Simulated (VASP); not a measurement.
CrBrO:

```
Cr O Br
1.0
     3.83688    0.00000    0.00000
     0.00000    3.21015    0.00000
     0.00000    0.00000    8.30347
Cr O Br
2 2 2
Direct
  0.25000 0.25000 0.10200
  0.75000 0.75000 0.89800
  0.25000 0.75000 0.96500
  0.75000 0.25000 0.03500
  0.25000 0.75000 0.32000
  0.75000 0.25000 0.68000
```

| Item | Value |
| --- | --- |
| Program | VASP 6.6.1 |
| Task | relaxation of cell and atoms |
| Functional | LDA |
| Potentials or basis | VASP PAW LDA potentials, release 64 (Cr_pv, O, Br) |
| Cutoff | 600 eV |
| k mesh | 5 × 6 × 2 |
| Occupations | fermi-dirac, width 0.1 eV |
| Spin | no spin polarisation |

At the start: pressure -6.0 GPa; volume 17.05 Å³/atom.

Task: Where does the relaxation end?

Result: Over 28 steps the energy falls by 107.8 meV/atom and the volume is 15.07 Å³/atom (-11.6 %); space group Pmmn (No. 59, to 0.1 Å) before and after.

Step by step:
```tsv
step	energy change (eV)	largest force (eV/Å)	pressure (GPa)	volume (Å³)
1	0.0000	1.1195	-5.99	102.27
2	-0.1709	0.7299	6.27	93.07
3	-0.2265	0.6533	1.60	95.89
4	-0.2882	0.4743	-0.04	96.59
5	-0.2954	0.4425	-0.76	96.95
6	-0.3540	0.5603	-1.21	96.81
7	-0.4856	0.5891	-2.65	96.29
8	-0.4904	0.6226	-3.27	96.00
9	-0.4934	0.6127	-3.00	96.12
10	-0.5368	0.4912	-1.69	94.59
11	-0.5542	0.5750	0.03	92.68
12	-0.5865	0.3727	-0.06	92.51
13	-0.6121	0.1271	-0.14	92.18
14	-0.6307	0.0698	-0.29	91.98
15	-0.6444	0.0533	-0.41	91.59
16	-0.6452	0.0562	0.22	91.14
17	-0.6452	0.0558	0.12	91.20
18	-0.6456	0.0375	0.00	91.22
19	-0.6457	0.0450	-0.10	91.23
20	-0.6460	0.0288	-0.06	91.13
21	-0.6462	0.0125	-0.06	91.03
22	-0.6464	0.0202	-0.09	90.84
23	-0.6465	0.0171	0.12	90.62
24	-0.6465	0.0173	0.11	90.63
25	-0.6466	0.0078	0.06	90.59
26	-0.6467	0.0186	-0.06	90.47
27	-0.6467	0.0116	-0.05	90.50
28	-0.6468	0.0087	-0.01	90.41
```

Final structure:
```
Cr O Br
1.0
     3.74419    0.00000    0.00000
     0.00000    3.19292    0.00000
     0.00000    0.00000    7.56258
Cr O Br
2 2 2
Cartesian
  0.9360 0.7982 0.6293
  2.8081 2.3947 6.9333
  0.9360 2.3947 6.9810
  2.8081 0.7982 0.5816
  0.9360 2.3947 2.4491
  2.8081 0.7982 5.1135
```

Caveat: the k points lie up to 0.42 Å⁻¹ apart in the final cell; the run has no spin polarisation, though such a crystal can be magnetic.
